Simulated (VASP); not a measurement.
# MgO (P1) in VASP: notebook

Runs on MgO. Level: PBEsol. Tasks: single point.

Everything below comes from runs of VASP 6.6.1. Logs are shortened: lines on timing, memory, paths and dates and some standing lists are left out, and cuts for length are marked.

## (1) The cell of the first run

The typed cell holds 8 atoms: a = 3.255 Å, b = 3.255 Å, c = 10.415 Å, α = 90.00°, β = 90.00°, γ = 120.00°.

## (2) Single point, PBEsol (atom 6 (O) moved by -0.520 Å along [1 0 0] and -0.650 Å along [0 0 1])

File INCAR:

```
PREC = Accurate ; ENCUT = 520
EDIFF = 1E-6 ; ISMEAR = 0
SIGMA = 0.05 ; LREAL = False
LASPH = True ; NELM = 100
ALGO = Normal ; ISIF = 2
LWAVE = False ; LCHARG = False
GGA = PS ; NBANDS = 26
```

File KPOINTS:

```
regular mesh
0
Gamma
  9 9 4
```

File POSCAR:

```
MgO
1.0
    3.2553371795      0.0000000000      0.0000000000
   -1.6276685897      2.8192046953      0.0000000000
    0.0000000000      0.0000000000     10.4149514991
Mg O
4 4
Direct
    0.3333333333      0.6666666667      0.9695963559
    0.0000000000      0.0000000000      0.2209473890
    0.0000000000      0.0000000000      0.7209473890
    0.6666666667      0.3333333333      0.4695963559
    0.3333333333      0.6666666667      0.7799156657
   -0.1597376773      0.0000000000      0.4671284932
    0.0000000000      0.0000000000      0.0295387694
    0.6666666667      0.3333333333      0.2799156657
```

Potentials or basis: VASP PAW PBE potentials, release 64 (Mg, O).

Run with:

```bash
> cat potpaw_PBE.64/Mg/POTCAR potpaw_PBE.64/O/POTCAR > POTCAR
> mpirun -np 1 vasp_std > vasp.out
```

OUTCAR:

```text
PREC = Accurate
   ENCUT = 520
   EDIFF = 1E-6
   ISMEAR = 0
   LREAL = False
   LASPH = True
   NELM = 100
   ISIF = 2
   GGA = PS

 ion  position               nearest neighbor table
   1  0.333  0.667  0.970-   5 1.98   7 1.98   7 1.98   7 1.98   3 3.20   3 3.20   3 3.20   2 3.22
                             2 3.22   2 3.22
   2  0.000  0.000  0.221-   8 1.98   8 1.98   8 1.98   7 1.99   6 2.62   4 3.20   4 3.20   4 3.20
                             1 3.22   1 3.22   1 3.22
   3  0.000  0.000  0.721-   5 1.98   5 1.98   5 1.98   6 2.69   1 3.20   1 3.20   1 3.20   4 3.22
                             4 3.22   4 3.22
   4  0.667  0.333  0.470-   6 1.45   6 1.95   8 1.98   6 2.34   2 3.20   2 3.20   2 3.20   3 3.22
                             3 3.22   3 3.22
   5  0.333  0.667  0.780-   1 1.98   3 1.98   3 1.98   3 1.98
   6  0.840  0.000  0.467-   4 1.45   4 1.95   4 2.34   2 2.62   3 2.69
   7  0.000  0.000  0.030-   1 1.98   1 1.98   1 1.98   2 1.99
   8  0.667  0.333  0.280-   4 1.98   2 1.98   2 1.98   2 1.98

  LATTYP: Found a hexagonal cell.
 ALAT       =     3.2553371795
 C/A-ratio  =     3.1993464655

  Lattice vectors:

 A1 = (   3.2553371795,   0.0000000000,   0.0000000000)
 A2 = (  -1.6276685897,   2.8192046953,   0.0000000000)
 A3 = (   0.0000000000,   0.0000000000,  10.4149514991)

Analysis of symmetry for initial positions (statically):
=====================================================================
 Subroutine PRICEL returns:
 Original cell was already a primitive cell.

 Routine SETGRP: Setting up the symmetry group for a
 hexagonal supercell.

 Subroutine GETGRP returns: Found  1 space group operations
 (whereof  1 operations were pure point group operations)
 out of a pool of 24 trial point group operations.

The static configuration has the point symmetry C_1 .

Analysis of symmetry for dynamics (positions and initial velocities):
=====================================================================
 Subroutine PRICEL returns:
 Original cell was already a primitive cell.

 Routine SETGRP: Setting up the symmetry group for a
 hexagonal supercell.

 Subroutine GETGRP returns: Found  1 space group operations
 (whereof  1 operations were pure point group operations)
 out of a pool of 24 trial point group operations.

The dynamic configuration has the point symmetry C_1 .

 Subroutine INISYM returns: Found  1 space group operations
 (whereof  1 operations are pure point group operations),
 and found     1 'primitive' translations

----------------------------------------------------------------------------------------

                                     Primitive cell

  volume of cell :      95.5828

  direct lattice vectors                    reciprocal lattice vectors
     3.255337180  0.000000000  0.000000000     0.307187841  0.177354983  0.000000000
    -1.627668590  2.819204695  0.000000000     0.000000000  0.354709965  0.000000000
     0.000000000  0.000000000 10.414951499     0.000000000  0.000000000  0.096015810

  length of vectors
     3.255337180  3.255337179 10.414951499     0.354709965  0.354709965  0.096015810

  position of ions in fractional coordinates (direct lattice)
     0.333333333  0.666666667  0.969596356
     0.000000000  0.000000000  0.220947389
     0.000000000  0.000000000  0.720947389
     0.666666667  0.333333333  0.469596356
     0.333333333  0.666666667  0.779915666
     0.840262323  0.000000000  0.467128493
     0.000000000  0.000000000  0.029538769
     0.666666667  0.333333333  0.279915666

  ion indices of the primitive-cell ions
   primitive index   ion index
                 1           1
                 2           2
                 3           3
                 4           4
                 5           5
                 6           6
                 7           7
                 8           8

----------------------------------------------------------------------------------------

 KPOINTS: regular mesh

Automatic generation of k-mesh.
 Grid dimensions read from file:
 generate k-points for:    9    9    4

 Generating k-lattice:

  Cartesian coordinates                     Fractional coordinates (reciprocal lattice)
     0.034131982  0.019706109  0.000000000     0.111111111  0.000000000  0.000000000
     0.000000000  0.039412218  0.000000000     0.000000000  0.111111111  0.000000000
     0.000000000  0.000000000  0.024003952     0.000000000  0.000000000  0.250000000

  Length of vectors
     0.039412218  0.039412218  0.024003952

  Shift w.r.t. Gamma in fractional coordinates (k-lattice)
     0.000000000  0.000000000  0.000000000

 Subroutine IBZKPT returns following result:
 ===========================================

 Found    163 irreducible k-points:

 Following reciprocal coordinates:
            Coordinates               Weight
  0.000000  0.000000  0.000000      1.000000
  0.111111  0.000000  0.000000      2.000000
  0.000000  0.111111  0.000000      2.000000
 -0.111111  0.111111  0.000000      2.000000
  0.222222 -0.000000  0.000000      2.000000
  0.000000  0.222222  0.000000      2.000000
[... 16 lines left out ...]
  0.333333  0.111111  0.000000      2.000000
 -0.111111  0.444444  0.000000      2.000000
 [... further k-points ...]
   k-points           NKPTS =    163   k-points in BZ     NKDIM =    163   number of bands    NBANDS=     26
   number of dos      NEDOS =    301   number of ions     NIONS =      8
   total plane-waves  NPLWV =  46080
   dimension x,y,z NGX =    24 NGY =   24 NGZ =   80
   dimension x,y,z NGXF=    48 NGYF=   48 NGZF=  160
   ions per type =               4   4
   NGX,Y,Z   is equivalent  to a cutoff of  12.26, 12.26, 12.77 a.u.
   NGXF,Y,Z  is equivalent  to a cutoff of  24.51, 24.51, 25.54 a.u.
 SYSTEM =  unknown system
   PREC   = accura    normal or accurate (medium, high low for compatibility)
   ISTART =      0    job   : 0-new  1-cont  2-samecut
   ICHARG =      2    charge: 1-file 2-atom 10-const
   ISPIN  =      1    spin polarized calculation?
   LNONCOLLINEAR =      F non collinear calculations
   LSORBIT =      F    spin-orbit coupling
   LASPH  =      T    aspherical Exc in radial PAW
   ENCUT  =  520.0 eV  38.22 Ry    6.18 a.u.   6.05  6.05 19.36*2*pi/ulx,y,z
   NELM   =    100;   NELMIN=  2; NELMDL= -5     # of ELM steps
   EDIFF  = 0.1E-05   stopping-criterion for ELM
   LREAL  =      F    real-space projection
   EDIFFG = 0.1E-04   stopping-criterion for IOM
   NSW    =      0    number of steps for IOM
   IBRION =     -1    ionic relax: 0-MD 1-quasi-New 2-CG
   NFREE  =      0    steps in history (QN), initial steepest desc. (CG)
   ISIF   =      2    stress and relaxation
   ISYM   =      2    0-nonsym 1-usesym 2-fastsym
   POTIM  = 0.5000    time-step for ionic-motion
   TEBEG  =    0.0;   TEEND  =   0.0 temperature during run
   PSTRESS=    0.0 pullay stress
   NELECT =      32.0000    total number of electrons
   NUPDOWN=      -1.0000    fix difference up-down
   EMIN   =  10.00;   EMAX   =-10.00  energy-range for DOS
   EFERMI =   0.00;   METHOD = LEGACY
   ISMEAR =     0;   SIGMA  =   0.05  broadening in eV -4-tet -1-fermi 0-gaus
   EFERMI_NEDOS =   21; number of points for ismear=-14 and -15
   IALGO  =     38    algorithm
   IMIX   =      4    mixing-type and parameters
     AMIX     =   0.40;   BMIX     =  1.00
     AMIX_MAG =   1.60;   BMIX_MAG =  1.00
  volume/ion in A,a.u.               =      11.95        80.63
  Fermi-wavevector in a.u.,A,eV,Ry     =   1.136750  2.148146 17.581449  1.292200
  Thomas-Fermi vector in A             =   2.273455
   LORBIT       =      0    0 simple, 1 ext, 2 COOP (PROOUT), +10 PAW based schemes
   GGA     = PS    functional components
   LHFCALC =     F    Hartree Fock is set to
   AEXX    =    0.0000 exact exchange contribution
   IVDW    =     0    specifies the selected vdW correction
   LEPSILON=     F    determine dielectric tensor
   LRPA    =     F    only Hartree local field effects (RPA)
 non-spin polarized calculation
 Gauss-broadening in eV      SIGMA  =   0.05
  energy-cutoff  :      520.00
  volume of cell :       95.58
 maximum number of plane-waves:      2616
   NGX = 13   NGY = 13   NGZ = 39

 number of electron      32.0000016 magnetization

 Free energy of the ion-electron system (eV)
  ---------------------------------------------------
  ext. energy  EPLUGINS =         0.00000000
  ---------------------------------------------------
  free energy    TOTEN  =       -43.87956366 eV

  energy without entropy =      -43.87956366  energy(sigma->0) =      -43.87956366

 E-fermi :   2.4059     XC(G=0):  -9.9326

 val. band max:        2.1641045369   @ k =   0.0000   0.0000   0.5000
 cond. band min:       3.1326139339   @ k =   0.0000   0.0000   0.0000
 fundamental gap:      0.9685093970
 Fermi energy:         2.4059346575

 k-point     1 :       0.0000    0.0000    0.0000
  band No.  band energies     occupation
      1     -16.2445      2.00000
      2     -14.8126      2.00000
      3     -14.7210      2.00000
      4     -13.0847      2.00000
      5      -3.0955      2.00000
      6      -1.1857      2.00000
[... 18 lines left out ...]
     25      14.4883      0.00000
     26      15.6480      0.00000

 k-point     2 :       0.1111    0.0000    0.0000
  band No.  band energies     occupation
      1     -16.1946      2.00000
      2     -14.7608      2.00000
      3     -14.6751      2.00000
      4     -13.0479      2.00000
      5      -2.9847      2.00000
      6      -1.5493      2.00000
[... 18 lines left out ...]
     25      14.4427      0.00000
     26      15.0791      0.00000

 k-point     3 :       0.0000    0.1111    0.0000
  band No.  band energies     occupation
      1     -16.1946      2.00000
      2     -14.7478      2.00000
      3     -14.6708      2.00000
      4     -13.0506      2.00000
      5      -2.9843      2.00000
      6      -1.5555      2.00000
[... 572 lines left out ...]
 k-point    23 :       0.3333    0.1111    0.0000
  band No.  band energies     occupation
      1     -15.8345      2.00000
      2     -14.3733      2.00000
      3     -14.3390      2.00000
      4     -12.7894      2.00000
      5      -3.0552      2.00000
      6      -2.2133      2.00000
[... 18 lines left out ...]
     25      13.0939      0.00000
     26      14.0055      0.00000

 k-point    24 :      -0.1111    0.4444    0.0000
  band No.  band energies     occupation
      1     -15.8344      2.00000
      2     -14.3589      2.00000
      3     -14.1926      2.00000
      4     -12.8357      2.00000
      5      -3.0667      2.00000
      6      -2.2131      2.00000
[... 18 lines left out ...]
     25      12.9232      0.00000
     26      13.7021      0.00000

 [... further k-points ...]
[... 5 lines left out ...]
  --------------------------------------------------------------------------------------
  -------------------------------------------------------------------------------------
  Total       15.1576650     12.6287629     -0.3491146    -14.5596415     -0.0730706     -0.2694723
  in kB      254.0756515    211.6857151     -5.8519252   -244.0514680     -1.2248236     -4.5169454
  external PRESSURE =     153.3031471 kB  Pullay stress =       0.0000000 kB

 VOLUME and BASIS-vectors are now :
 -----------------------------------------------------------------------------
  energy-cutoff  :      520.00
  volume of cell :       95.58
      direct lattice vectors                 reciprocal lattice vectors
     3.255337180  0.000000000  0.000000000     0.307187841  0.177354983  0.000000000
    -1.627668590  2.819204695  0.000000000     0.000000000  0.354709965  0.000000000
     0.000000000  0.000000000 10.414951499     0.000000000  0.000000000  0.096015810

 POSITION                                       TOTAL-FORCE (eV/Angst)
 -----------------------------------------------------------------------------------
     -0.00000      1.87947     10.09830        -0.000839     -0.001526      1.071519
      0.00000      0.00000      2.30116        -0.073714     -0.004591      1.158230
      0.00000      0.00000      7.50863        -0.248395     -0.000234      0.046419
      1.62767      0.93973      4.89082       -15.292057     11.962094     -2.403566
     -0.00000      1.87947      8.12278        -0.030911     -0.027473     -0.975572
      2.73534      0.00000      4.86512        16.011311    -12.076160      3.851173
      0.00000      0.00000      0.30764         0.002996     -0.000178     -1.080507
      1.62767      0.93973      2.91531        -0.368390      0.148066     -1.667696
 -----------------------------------------------------------------------------------
    total drift:                               -0.000034      0.000297     -0.000287

  FREE ENERGIE OF THE ION-ELECTRON SYSTEM (eV)
  ---------------------------------------------------
  free  energy   TOTEN  =       -43.8795636575 eV

  energy  without entropy=      -43.8795636575  energy(sigma->0) =      -43.87956366
```

Wall time 2.7 min (1 thread of Intel Xeon 6975P-C (Granite Rapids), shared host); peak memory 0.42 GiB.

What came out:

```
Free energy            : -43.8796 eV
Pressure               : 15.3 GPa
Largest force          : 20.421 eV/Å
Band gap on the k mesh : 0.97 eV, indirect (least direct gap 0.97 eV)
```

Forces in eV/Å, atoms in the order of the input:
```
Mg   -0.001  -0.002   1.072
Mg   -0.074  -0.005   1.158
Mg   -0.248   0.000   0.046
Mg  -15.292  11.962  -2.404
O    -0.031  -0.027  -0.976
O    16.011 -12.076   3.851
O     0.003   0.000  -1.081
O    -0.368   0.148  -1.668
```

Levels at points of the mesh, in eV from the valence-band top:
```
           k point  band 14  band 15  band 16  band 17  band 18  band 19
(0.00, 0.00, 0.00)    -0.72    -0.12     0.00     0.97     3.82     4.79
(0.00, 0.00, 0.50)    -1.15    -0.12     0.00     1.46     3.16     5.62
```

Caveat: the cell differs from its parent crystal (atom 6 (O) moved by -0.520 Å along [1 0 0] and -0.650 Å along [0 0 1]); the PAW data sets were made with another functional, which shifts forces and pressure a little.

[end of part 1 of 3]
